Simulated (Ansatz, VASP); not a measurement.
**Two plane-wave programs on Te2Mo**

```
CELL_PARAMETERS angstrom
3.50388 0.00000 0.00000
-1.75194 3.03445 0.00000
0.00000 0.00000 24.76772
ATOMIC_POSITIONS crystal
Te 0.33333 0.66667 0.18169
Te 0.33333 0.66667 0.32841
Te 0.66667 0.33333 0.47497
Te 0.66667 0.33333 0.62168
Mo 0.66667 0.33333 0.25505
Mo 0.00000 0.00000 0.54833
```

Alike in both runs: task single point; functional PBE; dispersion D3(BJ); k mesh 9 × 9 × 1; occupations gaussian, width 0.05 eV; no spin polarisation.

|  | VASP | Ansatz |
| --- | --- | --- |
| version | VASP 6.6.1 | Ansatz 0.2.0 |
| potentials or method | VASP PAW PBE potentials, release 64 (Te, Mo_sv), cutoff 520 eV | scalar-relativistic, plane waves, PAW |
| valence electrons in the cell | 52 | 92 |

```tsv
	VASP	Ansatz	Ansatz less VASP
gap on the k mesh at the Fermi level (eV)	1.11	1.11	-0.004
least direct gap on the mesh (eV)	1.15	1.15	0.000
rms of the force components (eV/Å)	0.038	0.033	-0.0042
```

VASP's potentials hold 52 valence electrons a cell and Ansatz's 92, so a difference there can come from the potentials and not from the codes. Ansatz's warnings: xc potential rough in thin density.

Neither program's run includes spin-orbit coupling.
